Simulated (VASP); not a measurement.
# Al4Co (I-43m) in VASP: relaxation of cell and atoms with PBE

Aim: the relaxation of cell and atoms of Al4Co with PBE.

All numbers are computed with VASP 6.6.1; they aren't measurements. Logs are shortened: lines on timing, memory, paths and dates and some standing lists are left out, and cuts for length are marked.

**1. The cell of the first run**

It takes space group I-43m (No. 217, cubic). The conventional cell has a = 5.544 Å, b = 5.544 Å, c = 5.544 Å, α = 90.00°, β = 90.00°, γ = 90.00°. Al (site symmetry 3m) has 2 Co at 2.11 to 2.69 Å and 6 Al at 2.81 Å within 2.9 Å. Co (site symmetry -43m) has 8 Al at 2.11 to 2.69 Å within 2.8 Å.

The cell was built from a structure type or drawn by symmetry, and may not be a known phase.

**2. Relaxation of cell and atoms, PBE, collinear spin, ferromagnetic start**

The input, INCAR:

```
ALGO = Normal
EDIFF = 1E-7
EDIFFG = -0.08
ENCUT = 600
GGA = PE
IBRION = 2
ISIF = 3
ISMEAR = 0
ISPIN = 2
LASPH = T
LCHARG = F
LMAXMIX = 4
LORBIT = 11
LREAL = F
LWAVE = F
MAGMOM = 0 0 0 0 3
NELM = 150
NSW = 36
PREC = Accurate
SIGMA = 0.2
```

The input, KPOINTS:

```
k-points
0
Gamma
  4 4 4
```

The input, POSCAR:

```
Al4Co
1.0
   -2.7719301200      2.7719301200      2.7719301200
    2.7719301200     -2.7719301200      2.7719301200
    2.7719301200      2.7719301200     -2.7719301200
Al Co
4 1
Direct
    0.4396577900      0.4396577900      0.4396577900
    0.0000000000      0.0000000000      0.5603422100
    0.0000000000      0.5603422100      0.0000000000
    0.5603422100      0.0000000000      0.0000000000
    0.0000000000      0.0000000000      0.0000000000
```

Potentials or basis: VASP PAW PBE potentials, release 64 (Al, Co).

The run is started by

```bash
> cat potpaw_PBE.64/Al/POTCAR potpaw_PBE.64/Co/POTCAR > POTCAR
> mpirun -np 1 vasp_std > vasp.out
```

OUTCAR:

```text
EDIFF = 1E-7
   EDIFFG = -0.08
   ENCUT = 600
   GGA = PE
   IBRION = 2
   ISIF = 3
   ISMEAR = 0
   ISPIN = 2
   LASPH = T
   LORBIT = 11
   LREAL = F
   NELM = 150
   NSW = 36
   PREC = Accurate

 ion  position               nearest neighbor table
   1  0.440  0.440  0.440-   5 2.11   5 2.69   4 2.81   3 2.81   2 2.81   2 2.81   4 2.81   3 2.81

   2  0.000  0.000  0.560-   5 2.11   5 2.69   1 2.81   4 2.81   3 2.81   4 2.81   3 2.81   1 2.81

   3  0.000  0.560  0.000-   5 2.11   5 2.69   1 2.81   4 2.81   4 2.81   2 2.81   2 2.81   1 2.81

   4  0.560  0.000  0.000-   5 2.11   5 2.69   1 2.81   3 2.81   3 2.81   2 2.81   2 2.81   1 2.81

   5  0.000  0.000  0.000-   1 2.11   2 2.11   3 2.11   4 2.11   3 2.69   2 2.69   4 2.69   1 2.69

  LATTYP: Found a body centered cubic cell.
 ALAT       =     5.5438602400

  Lattice vectors:

 A1 = (  -2.7719301200,   2.7719301200,   2.7719301200)
 A2 = (   2.7719301200,  -2.7719301200,   2.7719301200)
 A3 = (   2.7719301200,   2.7719301200,  -2.7719301200)

Analysis of symmetry for initial positions (statically):
=====================================================================
 Subroutine PRICEL returns:
 Original cell was already a primitive cell.

 Routine SETGRP: Setting up the symmetry group for a
 body centered cubic supercell.

 Subroutine GETGRP returns: Found 24 space group operations
 (whereof 24 operations were pure point group operations)
 out of a pool of 48 trial point group operations.

The static configuration has the point symmetry T_d .

Analysis of symmetry for dynamics (positions and initial velocities):
=====================================================================
 Subroutine PRICEL returns:
 Original cell was already a primitive cell.

 Routine SETGRP: Setting up the symmetry group for a
 body centered cubic supercell.

 Subroutine GETGRP returns: Found 24 space group operations
 (whereof 24 operations were pure point group operations)
 out of a pool of 48 trial point group operations.

The dynamic configuration has the point symmetry T_d .

Analysis of structural, dynamic, and magnetic symmetry:
=====================================================================
 Subroutine PRICEL returns:
 Original cell was already a primitive cell.

 Routine SETGRP: Setting up the symmetry group for a
 body centered cubic supercell.

 Subroutine GETGRP returns: Found 24 space group operations
 (whereof 24 operations were pure point group operations)
 out of a pool of 48 trial point group operations.

The overall configuration has the point symmetry T_d .
[... 115 lines left out ...]
   AEXX    =    0.0000 exact exchange contribution
   IVDW    =     0    specifies the selected vdW correction
   LEPSILON=     F    determine dielectric tensor
   LRPA    =     F    only Hartree local field effects (RPA)
 conjugate gradient relaxation of ions
 spin polarized calculation
 Gauss-broadening in eV      SIGMA  =   0.20
  energy-cutoff  :      600.00
  volume of cell :       85.19
 maximum number of plane-waves:      2899
 NGX is ok and might be reduce to    40
   NGX = 19   NGY = 19   NGZ = 19

--------------------------------------- Ionic step        1  -------------------------------------------

 number of electron      21.0000005 magnetization       0.0003688

 Free energy of the ion-electron system (eV)
  ---------------------------------------------------
  ext. energy  EPLUGINS =         0.00000000
  ---------------------------------------------------
  free energy    TOTEN  =       -21.10000335 eV

  energy without entropy =      -20.99902653  energy(sigma->0) =      -21.04951494

------------------------ aborting loop because EDIFF is reached ----------------------------------------

  FORCE on cell =-STRESS in cart. coord.  units (eV):
  Direction    XX          YY          ZZ          XY          YZ          ZX
  --------------------------------------------------------------------------------------
  -------------------------------------------------------------------------------------
  Total        4.5107708      4.5107708      4.5107708      0.0000000     -0.0000000      0.0000000
  in kB       84.8309860     84.8309860     84.8309860      0.0000000     -0.0000000      0.0000000
  external PRESSURE =      84.8309860 kB  Pullay stress =       0.0000000 kB
[... 106 lines left out ...]
--------------------------------------- Ionic step        4  -------------------------------------------

 number of electron      21.0000000 magnetization      -0.0020647

 E-fermi :   6.4058     XC(G=0):  -9.9158

 val. band max:        6.2861537659   @ k =   0.5000   0.5000   0.2500
 cond. band min:       6.4076809644   @ k =   0.2500   0.2500   0.0000
 fundamental gap:      0.1215271985
 Fermi energy:         6.4058362823

 spin component 1

 k-point     1 :       0.0000    0.0000    0.0000
  band No.  band energies     occupation
      1      -3.2401      1.00000
      2       3.2341      1.00000
      3       3.2341      1.00000
      4       3.2341      1.00000
      5       4.5985      1.00000
      6       4.5985      1.00000
[... 412 lines left out ...]
--------------------------------------- Ionic step        7  -------------------------------------------

 number of electron      21.0000005 magnetization      -0.0092180

 Free energy of the ion-electron system (eV)
  ---------------------------------------------------
  ext. energy  EPLUGINS =         0.00000000
  ---------------------------------------------------
  free energy    TOTEN  =       -22.60660840 eV

  energy without entropy =      -22.49498367  energy(sigma->0) =      -22.55079603

 E-fermi :   6.7337     XC(G=0): -10.0511

 val. band max:        6.6111465955   @ k =   0.5000   0.5000   0.2500
 cond. band min:       6.7480835455   @ k =   0.2500   0.2500   0.0000
 fundamental gap:      0.1369369500
 Fermi energy:         6.7336948750

 spin component 1

 k-point     1 :       0.0000    0.0000    0.0000
  band No.  band energies     occupation
      1      -3.1081      1.00000
      2       3.5070      1.00000
      3       3.5070      1.00000
      4       3.5070      1.00000
      5       4.8505      1.00000
      6       4.8505      1.00000
[... 328 lines left out ...]
  FREE ENERGIE OF THE ION-ELECTRON SYSTEM (eV)
  ---------------------------------------------------
  free  energy   TOTEN  =       -22.6066084001 eV

  energy  without entropy=      -22.4949836665  energy(sigma->0) =      -22.55079603

 reached required accuracy - stopping structural energy minimisation

 total charge

# of ion       s       p       d       tot
------------------------------------------
    1        0.437   0.363   0.000   0.800
    2        0.437   0.363   0.000   0.800
    3        0.437   0.363   0.000   0.800
    4        0.437   0.363   0.000   0.800
    5        0.482   0.553   7.520   8.555
--------------------------------------------------
tot          2.229   2.005   7.520  11.754

 magnetization (x)

# of ion       s       p       d       tot
------------------------------------------
    1       -0.000  -0.000   0.000  -0.000
    2       -0.000  -0.000   0.000  -0.000
    3       -0.000  -0.000   0.000  -0.000
    4       -0.000  -0.000   0.000  -0.000
    5       -0.000  -0.000  -0.006  -0.006
--------------------------------------------------
tot         -0.000  -0.001  -0.006  -0.007
```

It took 2.8 min on 1 thread of AMD EPYC 7R13 (Zen 3), shared host; peak memory 0.26 GiB.

What came out:

```yaml
Free_energy: -22.6066 eV
Relaxed_volume: 17.22 Å³/atom
Relaxed_cell: a = 4.819 Å, b = 4.819 Å, c = 4.819 Å, α = 109.47°, β = 109.47°, γ = 109.47°
Space_group_after_relaxing_to_0.1_Å: Im-3m (No. 229)
Energy_gained_by_relaxing: 301.3 meV/atom
Ionic_steps: 7
Pressure_after_relaxing: 0.2 GPa
Largest_force_after_relaxing: 0.005 eV/Å
Net_moment: -0.01 μB per cell
Valence_electrons_inside_the_program's_atomic_spheres: Al 0.80; Co 8.55
```

Forces in eV/Å, atoms in the order of the input:
```
Al   0.003  0.003  0.003
Al  -0.003 -0.003  0.003
Al  -0.003  0.003 -0.003
Al   0.003 -0.003 -0.003
Co   0.000  0.000  0.000
```

Step by step:
```
step  energy change (eV)  largest force (eV/Å)  pressure (GPa)  volume (Å³)
   1              0.0000                2.8701            8.48        85.19
   2             -0.9466                0.8489           -6.89        96.81
   3             -0.9474                0.9050           -6.41        96.27
   4             -1.3893                0.5665           -2.35        89.18
   5             -1.4850                0.2130            2.03        84.54
   6             -1.4852                0.2335            1.77        84.77
   7             -1.5066                0.0048            0.18        86.12
```

Final structure:
```yaml
crystal:
  lattice:
    - [-2.78197, 2.78197, 2.78197]
    - [2.78197, -2.78197, 2.78197]
    - [2.78197, 2.78197, -2.78197]
  atoms:
    - { symbol: Al, position: [0.49987, 0.49987, 0.49987] }
    - { symbol: Al, position: [0.00000, 0.00000, 0.50013] }
    - { symbol: Al, position: [0.00000, 0.50013, 0.00000] }
    - { symbol: Al, position: [0.50013, 0.00000, 0.00000] }
    - { symbol: Co, position: [0.00000, 0.00000, 0.00000] }
```

Levels at points of the mesh, in eV from the Fermi level:
Spin up:
```tsv
k point	band 9	band 10	band 11	band 12	band 13	band 14
(0.00, 0.00, 0.00)	-1.59	-0.66	-0.66	-0.66	1.26	1.47
(0.50, 0.00, 0.00)	-1.99	-0.31	-0.17	0.87	2.37	2.62
(0.50, 0.50, 0.50)	-2.34	-0.54	-0.54	3.66	3.66	3.66
```
Spin down:
| k point | band 9 | band 10 | band 11 | band 12 | band 13 | band 14 |
| --- | --- | --- | --- | --- | --- | --- |
| (0.00, 0.00, 0.00) | -1.59 | -0.66 | -0.66 | -0.66 | 1.26 | 1.47 |
| (0.50, 0.00, 0.00) | -1.99 | -0.31 | -0.17 | 0.86 | 2.37 | 2.62 |
| (0.50, 0.50, 0.50) | -2.34 | -0.54 | -0.54 | 3.65 | 3.65 | 3.65 |

Caveat: the k points lie up to 0.40 Å⁻¹ apart in the final cell.
